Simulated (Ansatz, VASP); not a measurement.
Two plane-wave programs on SnO2

```
Sn O
1.0
     5.25073    0.00000    0.00000
     0.00000    4.65465    0.00000
     0.00000    0.00000    3.14432
Sn O
2 4
Cartesian
  2.6254 2.3273 1.5722
  0.0000 0.0000 0.0000
  1.6704 1.3838 0.0000
  4.2957 0.9436 1.5722
  0.9550 3.7111 1.5722
  3.5804 3.2709 0.0000
```

Change from the starting cell: volume 12.808 Å^3 an atom, stretch along a over the lengths across it, relative to the relaxed cell 1.1282.

Alike in both runs: functional LDA; k mesh 6 × 6 × 10; occupations gaussian, width 0.05 eV; no spin polarisation.

Ansatz relaxed the structure, and its values are those at the end. VASP's run is a single point on that final structure, the one shown.

|  | VASP | Ansatz |
| --- | --- | --- |
| version | VASP 6.6.1 | Ansatz 0.2.0 |
| potentials or method | VASP PAW LDA potentials, release 64 (Sn_d, O), cutoff 520 eV | scalar-relativistic, plane waves, PAW |
| valence electrons in the cell | 52 | 52 |

```tsv
	VASP	Ansatz	Ansatz less VASP
gap on the k mesh at the Fermi level (eV)	0.76	0.74	-0.016
least direct gap on the mesh (eV)	0.76	0.74	-0.016
pressure (GPa)	-10.4	-11.2	-0.79
rms of the force components (eV/Å)	0.022	0.001	-0.0210
```

LDA's correlation is that of Perdew and Zunger in VASP and of Perdew and Wang (1992) in Ansatz. Ansatz's warnings: stress scf threshold loose.
